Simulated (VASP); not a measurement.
# TiO2 (Ima2) in VASP: notebook

Runs on TiO2. Level: PBE+U. Tasks: single point.

Everything below comes from runs of VASP 6.6.1. Logs are shortened: lines on timing, memory, paths and dates and some standing lists are left out, and cuts for length are marked.

## 1. The cell of the first run

Symmetry: Ima2, No. 46, orthorhombic system. Conventional cell: a = 3.818 Å, b = 9.777 Å, c = 3.818 Å, α = 90.00°, β = 90.00°, γ = 90.00°. Within 2.5 Å of Ti (site symmetry m) lie 6 O at 1.85 to 2.07 Å. Within 2.5 Å of O (site symmetry m) lie 3 Ti at 1.85 to 2.07 Å and 2 O at 2.47 Å. Within 2.6 Å of O (site symmetry m) lie 3 Ti at 1.96 to 2.01 Å and 2 O at 2.47 Å.

## 2. Single point, PBE+U (all O atoms moved +0.113 Å, as atom 3 along Cartesian [0 1 0])

INCAR

```
PREC     = Accurate       # precision mode
ENCUT    = 520            # plane-wave cutoff, eV
EDIFF    = 1E-7           # SCF threshold, eV
ISMEAR   = 0              # smearing method
SIGMA    = 0.05           # smearing width, eV
LREAL    = False          # projectors in reciprocal space
LASPH    = True           # aspherical terms in the spheres
NELM     = 150            # most SCF steps
ALGO     = Normal         # electronic algorithm
ISIF     = 2              # what is computed and relaxed
LWAVE    = False          # write WAVECAR
LCHARG   = False          # write CHGCAR
LMAXMIX  = 4              # l up to which the mixer works
LDAU     = True           # DFT+U
LDAUTYPE = 2            
LDAUL    = 2 -1           # shell
LDAUU    = 4 0            # U, eV
LDAUJ    = 0 0          
LDAUPRINT= 1            
GGA      = PE             # functional
NBANDS   = 33             # bands
```

KPOINTS

```
regular mesh
0
Gamma
  8 8 8
```

POSCAR

```
TiO2
1.0
   -1.9089353641      1.9089353641      4.8883612609
    1.9089353641     -1.9089353641      4.8883612609
    1.9089353641      1.9089353641     -4.8883612609
Ti O
2 4
Direct
    0.0000000000      0.0000000000      0.0000000000
    0.7500000000      0.2500000000      0.5000000000
    0.2347432624      0.2052765759      0.0294666865
    0.9847432624      0.4552765759      0.5294666865
    0.5741901106      0.0447234241      0.5294666865
    0.8241901106      0.7947234241      0.0294666865
```

Potentials or basis: VASP PAW PBE potentials, release 64 (Ti_sv, O).

On the command line:

```bash
cat potpaw_PBE.64/Ti_sv/POTCAR potpaw_PBE.64/O/POTCAR > POTCAR
mpirun -np 1 vasp_std > vasp.out
```

OUTCAR:

```text
PREC = Accurate
   ENCUT = 520
   EDIFF = 1E-7
   ISMEAR = 0
   LREAL = False
   LASPH = True
   NELM = 150
   ISIF = 2
   GGA = PE

 ion  position               nearest neighbor table
   1  0.000  0.000  0.000-   5 1.85   4 1.96   4 1.96   6 2.01   3 2.01   5 2.07
   2  0.750  0.250  0.500-   3 1.85   6 1.96   6 1.96   4 2.01   5 2.01   3 2.07
   3  0.235  0.205  0.029-   2 1.85   1 2.01   2 2.07
   4  0.985  0.455  0.529-   1 1.96   1 1.96   2 2.01
   5  0.574  0.045  0.529-   1 1.85   2 2.01   1 2.07
   6  0.824  0.795  0.029-   2 1.96   2 1.96   1 2.01

  LATTYP: Found a body centered tetragonal cell.
 ALAT       =     3.8178707282
 C/A-ratio  =     2.5607788262

  Lattice vectors:

 A1 = (  -1.9089353641,   1.9089353641,   4.8883612609)
 A2 = (   1.9089353641,  -1.9089353641,   4.8883612609)
 A3 = (   1.9089353641,   1.9089353641,  -4.8883612609)

Analysis of symmetry for initial positions (statically):
=====================================================================
 Subroutine PRICEL returns:
 Original cell was already a primitive cell.

 Routine SETGRP: Setting up the symmetry group for a
 body centered tetragonal supercell.

 Subroutine GETGRP returns: Found  4 space group operations
 (whereof  2 operations were pure point group operations)
 out of a pool of 16 trial point group operations.

The static configuration has the point symmetry C_1h.
 The point group associated with its full space group is C_2v.

Analysis of symmetry for dynamics (positions and initial velocities):
=====================================================================
 Subroutine PRICEL returns:
 Original cell was already a primitive cell.

 Routine SETGRP: Setting up the symmetry group for a
 body centered tetragonal supercell.

 Subroutine GETGRP returns: Found  4 space group operations
 (whereof  2 operations were pure point group operations)
 out of a pool of 16 trial point group operations.

The dynamic configuration has the point symmetry C_1h.
 The point group associated with its full space group is C_2v.

 Subroutine INISYM returns: Found  4 space group operations
 (whereof  2 operations are pure point group operations),
 and found     1 'primitive' translations

----------------------------------------------------------------------------------------

                                     Primitive cell

  volume of cell :      71.2534

  direct lattice vectors                    reciprocal lattice vectors
    -1.908935364  1.908935364  4.888361261     0.000000000  0.261926103  0.102283766
     1.908935364 -1.908935364  4.888361261     0.261926103  0.000000000  0.102283766
     1.908935364  1.908935364 -4.888361261     0.261926103  0.261926103  0.000000000

  length of vectors
     5.584276521  5.584276521  5.584276521     0.281188997  0.281188997  0.370419447

  position of ions in fractional coordinates (direct lattice)
     0.000000000  0.000000000  0.000000000
     0.750000000  0.250000000  0.500000000
     0.234743262  0.205276576  0.029466687
     0.984743262  0.455276576  0.529466687
     0.574190111  0.044723424  0.529466687
     0.824190111  0.794723424  0.029466687

  ion indices of the primitive-cell ions
   primitive index   ion index
                 1           1
                 2           2
                 3           3
                 4           4
                 5           5
                 6           6

----------------------------------------------------------------------------------------

 KPOINTS: regular mesh

Automatic generation of k-mesh.
 Grid dimensions read from file:
 generate k-points for:    8    8    8

 Generating k-lattice:

  Cartesian coordinates                     Fractional coordinates (reciprocal lattice)
[... 73 lines left out ...]
   EMIN   =  10.00;   EMAX   =-10.00  energy-range for DOS
   EFERMI =   0.00;   METHOD = LEGACY
   ISMEAR =     0;   SIGMA  =   0.05  broadening in eV -4-tet -1-fermi 0-gaus
   EFERMI_NEDOS =   21; number of points for ismear=-14 and -15
   IALGO  =     38    algorithm
   IMIX   =      4    mixing-type and parameters
     AMIX     =   0.40;   BMIX     =  1.00
     AMIX_MAG =   1.60;   BMIX_MAG =  1.00
  volume/ion in A,a.u.               =      11.88        80.14
  Fermi-wavevector in a.u.,A,eV,Ry     =   1.435115  2.711974 28.021943  2.059555
  Thomas-Fermi vector in A             =   2.554449
   LORBIT       =      0    0 simple, 1 ext, 2 COOP (PROOUT), +10 PAW based schemes
 LDA+U is selected, type is set to LDAUTYPE =  2
   angular momentum for each species LDAUL =     2   -1
   U (eV)           for each species LDAUU =   4.0  0.0
   J (eV)           for each species LDAUJ =   0.0  0.0
   GGA     = PE    functional components
   LHFCALC =     F    Hartree Fock is set to
   AEXX    =    0.0000 exact exchange contribution
   IVDW    =     0    specifies the selected vdW correction
   LEPSILON=     F    determine dielectric tensor
   LRPA    =     F    only Hartree local field effects (RPA)
 non-spin polarized calculation
 Gauss-broadening in eV      SIGMA  =   0.05
  energy-cutoff  :      520.00
  volume of cell :       71.25
 maximum number of plane-waves:      1934
 NGX is ok and might be reduce to    42
   NGX = 21   NGY = 21   NGZ = 21

atom =   1  type =  1  l = 2

 onsite density matrix

spin component  1

  0.1095 -0.0000 -0.0000 -0.0083  0.0000
 -0.0000  0.1084  0.0130  0.0000  0.0188
 -0.0000  0.0130  0.2412  0.0000  0.0028
 -0.0083  0.0000  0.0000  0.0977  0.0000
  0.0000  0.0188  0.0028  0.0000  0.2498

spin component  2

  0.1095 -0.0000 -0.0000 -0.0083  0.0000
 -0.0000  0.1084  0.0130  0.0000  0.0188
 -0.0000  0.0130  0.2412  0.0000  0.0028
 -0.0083  0.0000  0.0000  0.0977  0.0000
  0.0000  0.0188  0.0028  0.0000  0.2498

 occupancies and eigenvectors

  o =  0.0934  v =  0.4577  0.0000  0.0000  0.8891  0.0000  0.0000  0.0000  0.0000  0.0000  0.0000      0.0000  0.0000  0.0000  0.0000  0.0000  0.0000  0.0000  0.0000  0.0000  0.0000
  o =  0.0934  v =  0.0000  0.0000  0.0000  0.0000  0.0000  0.4577  0.0000  0.0000  0.8891  0.0000      0.0000  0.0000  0.0000  0.0000  0.0000  0.0000  0.0000  0.0000  0.0000  0.0000
  o =  0.1048  v =  0.0000 -0.9877  0.0919 -0.0000  0.1266  0.0000  0.0000  0.0000  0.0000  0.0000      0.0000  0.0000  0.0000  0.0000  0.0000  0.0000  0.0000  0.0000  0.0000  0.0000
  o =  0.1048  v =  0.0000  0.0000  0.0000  0.0000  0.0000  0.0000 -0.9877  0.0919 -0.0000  0.1266      0.0000  0.0000  0.0000  0.0000  0.0000  0.0000  0.0000  0.0000  0.0000  0.0000
  o =  0.1138  v =  0.0000  0.0000  0.0000  0.0000  0.0000 -0.8891  0.0000  0.0000  0.4577  0.0000      0.0000  0.0000  0.0000  0.0000  0.0000  0.0000  0.0000  0.0000  0.0000  0.0000
  o =  0.1138  v = -0.8891  0.0000  0.0000  0.4577  0.0000  0.0000  0.0000  0.0000  0.0000  0.0000      0.0000  0.0000  0.0000  0.0000  0.0000  0.0000  0.0000  0.0000  0.0000  0.0000
  o =  0.2407  v =  0.0000  0.0000  0.0000  0.0000  0.0000  0.0000 -0.0401 -0.9311  0.0000  0.3626      0.0000  0.0000  0.0000  0.0000  0.0000  0.0000  0.0000  0.0000  0.0000  0.0000
  o =  0.2407  v =  0.0000 -0.0401 -0.9311  0.0000  0.3626  0.0000  0.0000  0.0000  0.0000  0.0000      0.0000  0.0000  0.0000  0.0000  0.0000  0.0000  0.0000  0.0000  0.0000  0.0000
  o =  0.2540  v =  0.0000  0.1512  0.3530 -0.0000  0.9233  0.0000  0.0000  0.0000  0.0000  0.0000      0.0000  0.0000  0.0000  0.0000  0.0000  0.0000  0.0000  0.0000  0.0000  0.0000
  o =  0.2540  v =  0.0000  0.0000  0.0000  0.0000  0.0000  0.0000  0.1512  0.3530 -0.0000  0.9233      0.0000  0.0000  0.0000  0.0000  0.0000  0.0000  0.0000  0.0000  0.0000  0.0000

atom =   2  type =  1  l = 2

 onsite density matrix

spin component  1

  0.1095 -0.0000  0.0000  0.0083  0.0000
 -0.0000  0.1084 -0.0130 -0.0000 -0.0188
  0.0000 -0.0130  0.2412  0.0000  0.0028
  0.0083 -0.0000  0.0000  0.0977  0.0000
  0.0000 -0.0188  0.0028  0.0000  0.2498

spin component  2

  0.1095 -0.0000  0.0000  0.0083  0.0000
 -0.0000  0.1084 -0.0130 -0.0000 -0.0188
  0.0000 -0.0130  0.2412  0.0000  0.0028
  0.0083 -0.0000  0.0000  0.0977  0.0000
  0.0000 -0.0188  0.0028  0.0000  0.2498

 occupancies and eigenvectors

  o =  0.0934  v =  0.4577  0.0000 -0.0000 -0.8891  0.0000  0.0000  0.0000  0.0000  0.0000  0.0000      0.0000  0.0000  0.0000  0.0000  0.0000  0.0000  0.0000  0.0000  0.0000  0.0000
  o =  0.0934  v =  0.0000  0.0000  0.0000  0.0000  0.0000  0.4577  0.0000 -0.0000 -0.8891  0.0000      0.0000  0.0000  0.0000  0.0000  0.0000  0.0000  0.0000  0.0000  0.0000  0.0000
  o =  0.1048  v =  0.0000  0.9877  0.0919 -0.0000  0.1266  0.0000  0.0000  0.0000  0.0000  0.0000      0.0000  0.0000  0.0000  0.0000  0.0000  0.0000  0.0000  0.0000  0.0000  0.0000
  o =  0.1048  v =  0.0000  0.0000  0.0000  0.0000  0.0000  0.0000  0.9877  0.0919 -0.0000  0.1266      0.0000  0.0000  0.0000  0.0000  0.0000  0.0000  0.0000  0.0000  0.0000  0.0000
  o =  0.1138  v =  0.0000  0.0000  0.0000  0.0000  0.0000 -0.8891  0.0000 -0.0000 -0.4577  0.0000      0.0000  0.0000  0.0000  0.0000  0.0000  0.0000  0.0000  0.0000  0.0000  0.0000
  o =  0.1138  v = -0.8891  0.0000 -0.0000 -0.4577  0.0000  0.0000  0.0000  0.0000  0.0000  0.0000      0.0000  0.0000  0.0000  0.0000  0.0000  0.0000  0.0000  0.0000  0.0000  0.0000
  o =  0.2407  v =  0.0000  0.0000  0.0000  0.0000  0.0000  0.0000  0.0401 -0.9311  0.0000  0.3626      0.0000  0.0000  0.0000  0.0000  0.0000  0.0000  0.0000  0.0000  0.0000  0.0000
  o =  0.2407  v =  0.0000  0.0401 -0.9311  0.0000  0.3626  0.0000  0.0000  0.0000  0.0000  0.0000      0.0000  0.0000  0.0000  0.0000  0.0000  0.0000  0.0000  0.0000  0.0000  0.0000
  o =  0.2540  v =  0.0000 -0.1512  0.3530 -0.0000  0.9233  0.0000  0.0000  0.0000  0.0000  0.0000      0.0000  0.0000  0.0000  0.0000  0.0000  0.0000  0.0000  0.0000  0.0000  0.0000
  o =  0.2540  v =  0.0000  0.0000  0.0000  0.0000  0.0000  0.0000 -0.1512  0.3530 -0.0000  0.9233      0.0000  0.0000  0.0000  0.0000  0.0000  0.0000  0.0000  0.0000  0.0000  0.0000

 number of electron      47.9999992 magnetization

 Free energy of the ion-electron system (eV)
  ---------------------------------------------------
  ext. energy  EPLUGINS =         0.00000000
  ---------------------------------------------------
  free energy    TOTEN  =       -48.38364888 eV

  energy without entropy =      -48.38364888  energy(sigma->0) =      -48.38364888

 E-fermi :   3.4604     XC(G=0): -10.5092

 val. band max:        3.1684149156   @ k =  -0.3750   0.3750   0.0000
 cond. band min:       6.0575464603   @ k =   0.0000   0.0000   0.0000
 fundamental gap:      2.8891315446
 Fermi energy:         3.4604062111

 k-point     1 :       0.0000    0.0000    0.0000
  band No.  band energies     occupation
      1     -54.2289      2.00000
      2     -54.1841      2.00000
      3     -30.5902      2.00000
      4     -30.4153      2.00000
      5     -30.3778      2.00000
      6     -30.3558      2.00000
[... 853 lines left out ...]
     32       9.4424      0.00000
     33      10.1711      0.00000

 [... further k-points ...]

------------------------ aborting loop because EDIFF is reached ----------------------------------------

  FORCE on cell =-STRESS in cart. coord.  units (eV):
  Direction    XX          YY          ZZ          XY          YZ          ZX
  --------------------------------------------------------------------------------------
  -------------------------------------------------------------------------------------
  Total        1.7769602      3.9651768      1.7872319      0.0000000      0.0000000      0.0000000
  in kB       39.9560497     89.1594560     40.1870153      0.0000000      0.0000000      0.0000000
  external PRESSURE =      56.4341737 kB  Pullay stress =       0.0000000 kB

 VOLUME and BASIS-vectors are now :
 -----------------------------------------------------------------------------
  energy-cutoff  :      520.00
  volume of cell :       71.25
      direct lattice vectors                 reciprocal lattice vectors
    -1.908935364  1.908935364  4.888361261     0.000000000  0.261926103  0.102283766
     1.908935364 -1.908935364  4.888361261     0.261926103  0.000000000  0.102283766
     1.908935364  1.908935364 -4.888361261     0.261926103  0.261926103  0.000000000

 POSITION                                       TOTAL-FORCE (eV/Angst)
 -----------------------------------------------------------------------------------
      0.00000      0.00000      0.00000        -0.000000      1.129051     -0.255776
     -0.00000      1.90894      2.44418         0.000000      1.129051      0.255776
      0.00000      0.11250      2.00693         0.000000     -0.945085      0.085800
      0.00000      2.02144      4.45111         0.000000     -0.183966      0.155703
     -0.00000      2.02144      0.43725        -0.000000     -0.945085     -0.085800
      0.00000      0.11250      7.76979         0.000000     -0.183966     -0.155703
 -----------------------------------------------------------------------------------
    total drift:                               -0.000000     -0.000270     -0.000001

  FREE ENERGIE OF THE ION-ELECTRON SYSTEM (eV)
  ---------------------------------------------------
  free  energy   TOTEN  =       -48.3836488786 eV

  energy  without entropy=      -48.3836488786  energy(sigma->0) =      -48.38364888
```

Wall time 5.4 min (1 thread of Intel Xeon Platinum 8488C (Sapphire Rapids), shared host); peak memory 0.37 GiB.

Results:

* Free energy: -48.3836 eV
* Pressure: 5.6 GPa
* Largest force: 1.158 eV/Å
* Band gap on the k mesh: 2.89 eV (least direct gap 3.08 eV)

Forces on the atoms (eV/Å):
```
Ti   0.000  1.129 -0.256
Ti   0.000  1.129  0.256
O    0.000 -0.945  0.086
O    0.000 -0.184  0.156
O    0.000 -0.945 -0.086
O    0.000 -0.184 -0.156
```

Stress tensor (GPa, compression positive):
```
4.00 0.00 0.00
0.00 8.92 0.00
0.00 0.00 4.02
```

Levels at points of the mesh, in eV from the valence-band top:
| k point | band 20 | band 21 | band 22 | band 23 | band 24 | band 25 | band 26 | band 27 | band 28 | band 29 |
| --- | --- | --- | --- | --- | --- | --- | --- | --- | --- | --- |
| (0.00, 0.00, 0.00) | -0.82 | -0.80 | -0.73 | -0.53 | -0.33 | 2.89 | 3.43 | 4.37 | 4.51 | 4.55 |
| (0.50, 0.00, 0.00) | -1.80 | -1.76 | -0.79 | -0.77 | -0.60 | 3.71 | 3.88 | 4.03 | 4.13 | 4.80 |
| (0.00, 0.50, 0.00) | -1.77 | -1.57 | -0.86 | -0.86 | -0.70 | 3.72 | 3.92 | 4.15 | 4.16 | 4.70 |
| (0.50, 0.50, 0.00) | -2.38 | -1.88 | -1.88 | -0.03 | -0.03 | 3.78 | 3.78 | 4.23 | 4.23 | 5.26 |
| (0.50, 0.50, 0.50) | -1.32 | -1.18 | -1.16 | -0.24 | -0.08 | 3.00 | 3.26 | 4.30 | 4.31 | 4.54 |

Eigenvalues of the final occupation matrices:
```tsv
site	spin	trace	eigenvalues
site 1 d	1	0.81	0.09 0.10 0.11 0.24 0.25
site 1 d	2	0.81	0.09 0.10 0.11 0.24 0.25
site 2 d	1	0.81	0.09 0.10 0.11 0.24 0.25
site 2 d	2	0.81	0.09 0.10 0.11 0.24 0.25
```

Caveat: the cell differs from its parent crystal (all O atoms moved +0.113 Å, as atom 3 along Cartesian [0 1 0]); the cell stands under pressure; forces of over 1 eV/Å act on the atoms, so gaps and moduli don't describe the material at rest. A k mesh can miss the band edges.

## 3. Single point, PBE+U (all O atoms moved +0.037 Å, as atom 3 along Cartesian [0 1 0])

INCAR

```
ALGO     = Normal         # electronic algorithm
EDIFF    = 1E-6           # SCF threshold, eV
ENCUT    = 520            # plane-wave cutoff, eV
GGA      = PE             # functional
ISIF     = 2              # what is computed and relaxed
ISMEAR   = 0              # smearing method
LASPH    = True           # aspherical terms in the spheres
LCHARG   = False          # write CHGCAR
LDAU     = True           # DFT+U
LDAUJ    = 0 0          
LDAUL    = 2 -1           # shell
LDAUPRINT= 1            
LDAUTYPE = 2            
LDAUU    = 4 0            # U, eV
LMAXMIX  = 4              # l up to which the mixer works
LREAL    = False          # projectors in reciprocal space
LWAVE    = False          # write WAVECAR
NBANDS   = 33             # bands
NELM     = 150            # most SCF steps
PREC     = Accurate       # precision mode
SIGMA    = 0.05           # smearing width, eV
```

KPOINTS

```
k-points
0
Gamma
  8 8 8
```

POSCAR

```
TiO2
1.0
   -1.9089353641      1.9089353641      4.8883612609
    1.9089353641     -1.9089353641      4.8883612609
    1.9089353641      1.9089353641     -4.8883612609
Ti O
2 4
Direct
    0.0000000000      0.0000000000      0.0000000000
    0.7500000000      0.2500000000      0.5000000000
    0.2150988047      0.2052765759      0.0098222288
    0.9650988047      0.4552765759      0.5098222288
    0.5545456529      0.0447234241      0.5098222288
    0.8045456529      0.7947234241      0.0098222288
```

Potentials or basis: VASP PAW PBE potentials, release 64 (Ti_sv, O).

On the command line:

```bash
cat potpaw_PBE.64/Ti_sv/POTCAR potpaw_PBE.64/O/POTCAR > POTCAR
mpirun -np 1 vasp_std > vasp.out
```

It took 5.3 min on 1 thread of Intel Xeon Platinum 8488C (Sapphire Rapids), shared host; peak memory 0.36 GiB.

The run converged. Its results:

```yaml
Free_energy: -48.4889 eV
Pressure: 4.3 GPa
Largest_force: 0.326 eV/Å
Band_gap_on_the_k_mesh: 2.71 eV (least direct gap 2.98 eV)
```

Forces on the atoms (eV/Å):
```
Ti   0.000  0.324 -0.028
Ti   0.000  0.324  0.028
O    0.000 -0.270  0.144
O    0.000 -0.054  0.151
O    0.000 -0.270 -0.144
O    0.000 -0.054 -0.151
```

Stress tensor (GPa, compression positive):
```
4.43 0.00 0.00
0.00 4.98 0.00
0.00 0.00 3.62
```

Levels at points of the mesh, in eV from the valence-band top:
```tsv
k point	band 21	band 22	band 23	band 24	band 25	band 26	band 27	band 28
(0.00, 0.00, 0.00)	-0.75	-0.74	-0.38	-0.36	2.71	3.37	4.43	4.43
(0.50, 0.00, 0.00)	-1.72	-0.85	-0.81	-0.65	3.70	3.87	3.99	4.02
(0.00, 0.50, 0.00)	-1.69	-0.86	-0.82	-0.66	3.70	3.88	4.01	4.03
(0.50, 0.50, 0.00)	-1.88	-1.88	-0.04	-0.04	3.72	3.72	4.14	4.14
(0.50, 0.50, 0.50)	-1.20	-1.20	-0.09	-0.08	3.01	3.04	4.24	4.24
```

Eigenvalues of the final occupation matrices:
| site | spin | trace | eigenvalues |
| --- | --- | --- | --- |
| site 1 d | 1 | 0.80 | 0.10 0.10 0.11 0.24 0.25 |
| site 1 d | 2 | 0.80 | 0.10 0.10 0.11 0.24 0.25 |
| site 2 d | 1 | 0.80 | 0.10 0.10 0.11 0.24 0.25 |
| site 2 d | 2 | 0.80 | 0.10 0.10 0.11 0.24 0.25 |

Caveat: the cell differs from its parent crystal (all O atoms moved +0.037 Å, as atom 3 along Cartesian [0 1 0]); the cell stands under pressure.
